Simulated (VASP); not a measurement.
# Mn (Im-3m) in VASP: further runs

Mn is run at these levels: PBE; tasks: single point, relaxation of cell and atoms.

Everything below comes from runs of VASP 6.6.1. Logs are shortened: lines on timing, memory, paths and dates and some standing lists are left out, and cuts for length are marked.

## (1) The cell of the first run

It takes space group Im-3m (No. 229, cubic). The conventional cell has a = 2.790 Å, b = 2.790 Å, c = 2.790 Å, α = 90.00°, β = 90.00°, γ = 90.00°. Within 3.2 Å of Mn (site symmetry m-3m) lie 14 Mn at 2.42 to 2.79 Å.

This isn't the form of Mn at room conditions, which is a 58-atom cubic cell.

## (2) Single point, PBE, collinear spin, ferromagnetic start

INCAR

```
PREC     = Accurate       # precision mode
ENCUT    = 500            # plane-wave cutoff, eV
EDIFF    = 1E-6           # SCF threshold, eV
ISMEAR   = 0              # smearing method
SIGMA    = 0.1            # smearing width, eV
LREAL    = False          # projectors in reciprocal space
LASPH    = True           # aspherical terms in the spheres
NELM     = 200            # most SCF steps
ALGO     = Normal         # electronic algorithm
ISIF     = 2              # what is computed and relaxed
LWAVE    = False          # write WAVECAR
LCHARG   = True           # write CHGCAR
ISPIN    = 2              # spin polarisation
MAGMOM   = 1.54           # initial moments
LORBIT   = 11             # projections on sites
LMAXMIX  = 4              # l up to which the mixer works
GGA      = PE             # functional
LELF     = True           # ELF
LVHAR    = True         
NBANDS   = 16             # bands
GGA_COMPAT= False
```

KPOINTS

```
regular mesh
0
Gamma
  8 8 8
```

POSCAR

```
Mn
1.0
   -1.3950504964      1.3950504964      1.3950504964
    1.3950504964     -1.3950504964      1.3950504964
    1.3950504964      1.3950504964     -1.3950504964
Mn
1
Direct
    0.0000000000      0.0000000000      0.0000000000
```

Potentials or basis: VASP PAW PBE potentials, release 64 (Mn_pv).

Command:

```sh
> cat potpaw_PBE.64/Mn_pv/POTCAR > POTCAR
> mpirun -np 1 vasp_std > vasp.out
```

OUTCAR:

```text
PREC = Accurate
   ENCUT = 500
   EDIFF = 1E-6
   ISMEAR = 0
   LREAL = False
   LASPH = True
   NELM = 200
   ISIF = 2
   ISPIN = 2
   LORBIT = 11
   GGA = PE

 ion  position               nearest neighbor table
   1  0.000  0.000  0.000-

  LATTYP: Found a body centered cubic cell.
 ALAT       =     2.7901009928

  Lattice vectors:

 A1 = (  -1.3950504964,   1.3950504964,   1.3950504964)
 A2 = (   1.3950504964,  -1.3950504964,   1.3950504964)
 A3 = (   1.3950504964,   1.3950504964,  -1.3950504964)

Analysis of symmetry for initial positions (statically):
=====================================================================
 Subroutine PRICEL returns:
 Original cell was already a primitive cell.

 Routine SETGRP: Setting up the symmetry group for a
 body centered cubic supercell.

 Subroutine GETGRP returns: Found 48 space group operations
 (whereof 48 operations were pure point group operations)
 out of a pool of 48 trial point group operations.

The static configuration has the point symmetry O_h .

Analysis of symmetry for dynamics (positions and initial velocities):
=====================================================================
 Subroutine PRICEL returns:
 Original cell was already a primitive cell.

 Routine SETGRP: Setting up the symmetry group for a
 body centered cubic supercell.

 Subroutine GETGRP returns: Found 48 space group operations
 (whereof 48 operations were pure point group operations)
 out of a pool of 48 trial point group operations.

The dynamic configuration has the point symmetry O_h .

Analysis of structural, dynamic, and magnetic symmetry:
=====================================================================
 Subroutine PRICEL returns:
 Original cell was already a primitive cell.

 Routine SETGRP: Setting up the symmetry group for a
 body centered cubic supercell.

 Subroutine GETGRP returns: Found 48 space group operations
 (whereof 48 operations were pure point group operations)
 out of a pool of 48 trial point group operations.

The overall configuration has the point symmetry O_h .

 Subroutine INISYM returns: Found 48 space group operations
 (whereof 48 operations are pure point group operations),
 and found     1 'primitive' translations

----------------------------------------------------------------------------------------

                                     Primitive cell

  volume of cell :      10.8600

  direct lattice vectors                    reciprocal lattice vectors
    -1.395050496  1.395050496  1.395050496     0.000000000  0.358409965  0.358409965
     1.395050496 -1.395050496  1.395050496     0.358409965  0.000000000  0.358409965
     1.395050496  1.395050496 -1.395050496     0.358409965  0.358409965  0.000000000

  length of vectors
     2.416298339  2.416298339  2.416298339     0.506868234  0.506868234  0.506868234

  position of ions in fractional coordinates (direct lattice)
     0.000000000  0.000000000  0.000000000

  ion indices of the primitive-cell ions
   primitive index   ion index
                 1           1

----------------------------------------------------------------------------------------

 KPOINTS: regular mesh

Automatic generation of k-mesh.
 Grid dimensions read from file:
 generate k-points for:    8    8    8

 Generating k-lattice:

  Cartesian coordinates                     Fractional coordinates (reciprocal lattice)
     0.000000000  0.044801246  0.044801246     0.125000000  0.000000000  0.000000000
     0.044801246  0.000000000  0.044801246     0.000000000  0.125000000  0.000000000
     0.044801246  0.044801246  0.000000000     0.000000000  0.000000000  0.125000000

  Length of vectors
     0.063358529  0.063358529  0.063358529

  Shift w.r.t. Gamma in fractional coordinates (k-lattice)
     0.000000000  0.000000000  0.000000000

 Subroutine IBZKPT returns following result:
 ===========================================

 Found     29 irreducible k-points:

 Following reciprocal coordinates:
            Coordinates               Weight
  0.000000  0.000000  0.000000      1.000000
  0.125000  0.000000  0.000000     12.000000
  0.250000  0.000000  0.000000     12.000000
  0.375000  0.000000  0.000000     12.000000
  0.500000  0.000000  0.000000      6.000000
  0.125000  0.125000  0.000000     24.000000
[... 16 lines left out ...]
 -0.250000  0.250000  0.250000      6.000000
 -0.375000  0.375000  0.250000     24.000000
 [... further k-points ...]
   k-points           NKPTS =     29   k-points in BZ     NKDIM =     29   number of bands    NBANDS=     16
   number of dos      NEDOS =    301   number of ions     NIONS =      1
   total plane-waves  NPLWV =   5832
   dimension x,y,z NGX =    18 NGY =   18 NGZ =   18
   dimension x,y,z NGXF=    36 NGYF=   36 NGZF=   36
   ions per type =               1
   NGX,Y,Z   is equivalent  to a cutoff of  12.38, 12.38, 12.38 a.u.
   NGXF,Y,Z  is equivalent  to a cutoff of  24.77, 24.77, 24.77 a.u.
 SYSTEM =  unknown system
   PREC   = accura    normal or accurate (medium, high low for compatibility)
   ISTART =      0    job   : 0-new  1-cont  2-samecut
   ICHARG =      2    charge: 1-file 2-atom 10-const
   ISPIN  =      2    spin polarized calculation?
   LNONCOLLINEAR =      F non collinear calculations
   LSORBIT =      F    spin-orbit coupling
   LASPH  =      T    aspherical Exc in radial PAW
   ENCUT  =  500.0 eV  36.75 Ry    6.06 a.u.   4.41  4.41  4.41*2*pi/ulx,y,z
   NELM   =    200;   NELMIN=  2; NELMDL= -5     # of ELM steps
   EDIFF  = 0.1E-05   stopping-criterion for ELM
   LREAL  =      F    real-space projection
   EDIFFG = 0.1E-04   stopping-criterion for IOM
   NSW    =      0    number of steps for IOM
   IBRION =     -1    ionic relax: 0-MD 1-quasi-New 2-CG
   NFREE  =      0    steps in history (QN), initial steepest desc. (CG)
   ISIF   =      2    stress and relaxation
   ISYM   =      2    0-nonsym 1-usesym 2-fastsym
   POTIM  = 0.5000    time-step for ionic-motion
   TEBEG  =    0.0;   TEEND  =   0.0 temperature during run
   PSTRESS=    0.0 pullay stress
   NELECT =      13.0000    total number of electrons
   NUPDOWN=      -1.0000    fix difference up-down
   EMIN   =  10.00;   EMAX   =-10.00  energy-range for DOS
   EFERMI =   0.00;   METHOD = LEGACY
   ISMEAR =     0;   SIGMA  =   0.10  broadening in eV -4-tet -1-fermi 0-gaus
   EFERMI_NEDOS =   21; number of points for ismear=-14 and -15
   IALGO  =     38    algorithm
   IMIX   =      4    mixing-type and parameters
     AMIX     =   0.40;   BMIX     =  1.00
     AMIX_MAG =   1.60;   BMIX_MAG =  1.00
  volume/ion in A,a.u.               =      10.86        73.29
  Fermi-wavevector in a.u.,A,eV,Ry     =   1.738252  3.284820 41.110267  3.021519
  Thomas-Fermi vector in A             =   2.811320
   LORBIT       =     11    0 simple, 1 ext, 2 COOP (PROOUT), +10 PAW based schemes
   GGA     = PE    functional components
   LHFCALC =     F    Hartree Fock is set to
   AEXX    =    0.0000 exact exchange contribution
   IVDW    =     0    specifies the selected vdW correction
   LEPSILON=     F    determine dielectric tensor
   LRPA    =     F    only Hartree local field effects (RPA)
 spin polarized calculation
 Gauss-broadening in eV      SIGMA  =   0.10
  energy-cutoff  :      500.00
  volume of cell :       10.86
 maximum number of plane-waves:       285
 NGX is ok and might be reduce to    18
   NGX =  9   NGY =  9   NGZ =  9

 number of electron      13.0000006 magnetization       0.7032978

 Free energy of the ion-electron system (eV)
  ---------------------------------------------------
  ext. energy  EPLUGINS =         0.00000000
  ---------------------------------------------------
  free energy    TOTEN  =        -8.87548711 eV

  energy without entropy =       -8.86685789  energy(sigma->0) =       -8.87117250

 E-fermi :  10.6504     XC(G=0): -13.9542

 val. band max:       10.6438692045   @ k =   0.1250   0.1250   0.1250
 cond. band min:      10.6516029866   @ k =   0.1250   0.0000   0.0000
 fundamental gap:      0.0077337821
 Fermi energy:        10.6503823082

 spin component 1

 k-point     1 :       0.0000    0.0000    0.0000
  band No.  band energies     occupation
      1     -37.6686      1.00000
      2     -37.6686      1.00000
      3     -37.6686      1.00000
      4       2.0469      1.00000
      5       8.8559      1.00000
      6       8.8559      1.00000
[... 8 lines left out ...]
     15      41.4960      0.00000
     16      45.6545      0.00000

 k-point     2 :       0.1250    0.0000    0.0000
  band No.  band energies     occupation
      1     -37.7790      1.00000
      2     -37.7037      1.00000
      3     -37.6694      1.00000
      4       2.7233      1.00000
      5       8.6312      1.00000
      6       8.8044      1.00000
[... 8 lines left out ...]
     15      41.1991      0.00000
     16      41.9877      0.00000
[... 387 lines left out ...]
      5       8.0329      1.00000
      6       9.3601      1.00000
[... 8 lines left out ...]
     15      45.2389      0.00000
     16      45.2389      0.00000

 k-point    24 :      -0.3750    0.3750    0.2500
  band No.  band energies     occupation
      1     -38.2083      1.00000
      2     -38.0045      1.00000
      3     -37.9357      1.00000
      4       6.5778      1.00000
      5       7.1983      1.00000
      6       9.3743      1.00000
[... 8 lines left out ...]
     15      43.5904      0.00000
     16      44.0909      0.00000

 [... further k-points ...]

 spin component 2

 k-point     1 :       0.0000    0.0000    0.0000
  band No.  band energies     occupation
      1     -36.8601      1.00000
      2     -36.8601      1.00000
      3     -36.8601      1.00000
      4       2.1372      1.00000
      5       9.4488      1.00000
      6       9.4488      1.00000
[... 8 lines left out ...]
     15      42.3878      0.00000
     16      45.8817      0.00000

 k-point     2 :       0.1250    0.0000    0.0000
  band No.  band energies     occupation
      1     -36.9739      1.00000
      2     -36.8961      1.00000
      3     -36.8609      1.00000
      4       2.8163      1.00000
      5       9.2120      1.00000
      6       9.3886      1.00000
[... 8 lines left out ...]
     15      41.4857      0.00000
     16      42.7383      0.00000
[... 387 lines left out ...]
      5       8.7276      1.00000
      6       9.9279      1.00000
[... 8 lines left out ...]
     15      45.3565      0.00000
     16      45.3565      0.00000

 k-point    24 :      -0.3750    0.3750    0.2500
  band No.  band energies     occupation
      1     -37.4156      1.00000
      2     -37.2048      1.00000
      3     -37.1345      1.00000
      4       7.0090      1.00000
      5       7.8048      1.00000
      6       9.9433      1.00000
[... 8 lines left out ...]
     15      43.9222      0.00000
     16      44.2536      0.00000

 [... further k-points ...]
[... 5 lines left out ...]
  --------------------------------------------------------------------------------------
  -------------------------------------------------------------------------------------
  Total       -0.0063325     -0.0063325     -0.0063325     -0.0000000     -0.0000000      0.0000000
  in kB       -0.9342384     -0.9342384     -0.9342384     -0.0000000     -0.0000000      0.0000000
  external PRESSURE =      -0.9342384 kB  Pullay stress =       0.0000000 kB

 VOLUME and BASIS-vectors are now :
 -----------------------------------------------------------------------------
  energy-cutoff  :      500.00
  volume of cell :       10.86
      direct lattice vectors                 reciprocal lattice vectors
    -1.395050496  1.395050496  1.395050496     0.000000000  0.358409965  0.358409965
     1.395050496 -1.395050496  1.395050496     0.358409965  0.000000000  0.358409965
     1.395050496  1.395050496 -1.395050496     0.358409965  0.358409965  0.000000000

 POSITION                                       TOTAL-FORCE (eV/Angst)
 -----------------------------------------------------------------------------------
      0.00000      0.00000      0.00000         0.000000      0.000000     -0.000000
 -----------------------------------------------------------------------------------
    total drift:                                0.000000      0.000000     -0.000000

  FREE ENERGIE OF THE ION-ELECTRON SYSTEM (eV)
  ---------------------------------------------------
  free  energy   TOTEN  =        -8.8754871118 eV

  energy  without entropy=       -8.8668578920  energy(sigma->0) =       -8.87117250

 total charge

# of ion       s       p       d       tot
------------------------------------------
    1        0.414   6.400   5.141  11.955

 magnetization (x)

# of ion       s       p       d       tot
------------------------------------------
    1       -0.003  -0.014   0.723   0.706
```

Run time: 5 s. Hardware: 1 thread of Intel Xeon 6975P-C (Granite Rapids), shared host; peak memory 0.12 GiB.

Results:

* Free energy: -8.8755 eV
* Pressure: -0.1 GPa
* Net moment: 0.70 μB per cell
* Site moments: Mn +0.71 μB
* Valence electrons inside the program's atomic spheres: Mn 11.96

Levels at points of the mesh, in eV from the Fermi level:
Spin up:
```
           k point  band 4  band 5  band 6  band 7  band 8  band 9  band 10  band 11
(0.00, 0.00, 0.00)   -8.60   -1.79   -1.79   -1.79   -0.02   -0.02    23.70    23.70
(0.50, 0.00, 0.00)   -5.05   -3.20    0.01    0.27    0.64    1.64     9.02    17.90
(0.50, 0.50, 0.50)   -4.95   -4.95    1.28    1.28    1.28   10.51    10.51    10.51
```
Spin down:
```
           k point  band 4  band 5  band 6  band 7  band 8  band 9
(0.00, 0.00, 0.00)   -8.51   -1.20   -1.20   -1.20    0.86    0.86
(0.50, 0.00, 0.00)   -4.64   -2.67    0.72    0.82    1.17    2.33
(0.50, 0.50, 0.50)   -4.38   -4.38    1.96    1.96    1.96   10.62
```

Caveat: the k points lie up to 0.40 Å⁻¹ apart.

## (3) Single point, PBE, collinear spin, ferromagnetic start

This run uses another cell than the first one, of 14.33 Å³/atom.

INCAR

```
ALGO     = Normal         # electronic algorithm
EDIFF    = 1E-6           # SCF threshold, eV
ENCUT    = 500            # plane-wave cutoff, eV
GGA      = PE             # functional
GGA_COMPAT= F            
ISIF     = 2              # what is computed and relaxed
ISMEAR   = 0              # smearing method
ISPIN    = 2              # spin polarisation
LASPH    = T              # aspherical terms in the spheres
LCHARG   = F              # write CHGCAR
LMAXMIX  = 4              # l up to which the mixer works
LORBIT   = 11             # projections on sites
LREAL    = F              # projectors in reciprocal space
LWAVE    = F              # write WAVECAR
MAGMOM   = 4              # initial moments
NBANDS   = 16             # bands
NELM     = 200            # most SCF steps
PREC     = Accurate       # precision mode
SIGMA    = 0.1            # smearing width, eV
```

KPOINTS

```
k-points
0
Gamma
  8 8 8
```

POSCAR

```
Mn
1.0
   -1.5300022839      1.5300022839      1.5300022839
    1.5300022839     -1.5300022839      1.5300022839
    1.5300022839      1.5300022839     -1.5300022839
Mn
1
Direct
    0.0000000000      0.0000000000      0.0000000000
```

Potentials or basis: VASP PAW PBE potentials, release 64 (Mn_pv).

Command:

```sh
> cat potpaw_PBE.64/Mn_pv/POTCAR > POTCAR
> mpirun -np 1 vasp_std > vasp.out
```

Run time: 65 s. Hardware: 1 thread of Intel Xeon 6975P-C (Granite Rapids), shared host; peak memory 0.14 GiB.

The run converged. Its results:

| Quantity | Value |
| --- | --- |
| Free energy | -8.3799 eV |
| Pressure | -34.7 GPa |
| Net moment | 1.38 μB per cell |
| Site moments | Mn +1.41 μB |
| Valence electrons inside the program's atomic spheres | Mn 11.55 |

Levels at points of the mesh, in eV from the Fermi level:
Spin up:
```
           k point  band 3  band 4  band 5  band 6  band 7  band 8  band 9  band 10  band 11  band 12
(0.00, 0.00, 0.00)  -48.30   -6.94   -1.20   -1.20   -1.20   -0.16   -0.16    21.76    21.76    21.76
(0.50, 0.00, 0.00)  -48.30   -3.52   -2.11   -0.12    0.00    0.82    1.07     6.60    16.12    17.45
(0.50, 0.50, 0.50)  -48.51   -3.34   -3.34    0.85    0.85    0.85    8.78     8.78     8.78    14.14
```
Spin down:
| k point | band 3 | band 4 | band 5 | band 6 | band 7 | band 8 | band 9 | band 10 |
| --- | --- | --- | --- | --- | --- | --- | --- | --- |
| (0.00, 0.00, 0.00) | -46.71 | -6.86 | -0.07 | -0.07 | -0.07 | 1.60 | 1.60 | 21.56 |
| (0.50, 0.00, 0.00) | -46.71 | -2.75 | -1.10 | 0.85 | 1.48 | 1.80 | 2.37 | 7.42 |
| (0.50, 0.50, 0.50) | -46.93 | -2.15 | -2.15 | 2.13 | 2.13 | 2.13 | 8.92 | 8.92 |

Caveat: the k points lie up to 0.36 Å⁻¹ apart.

[end of part 1 of 2]
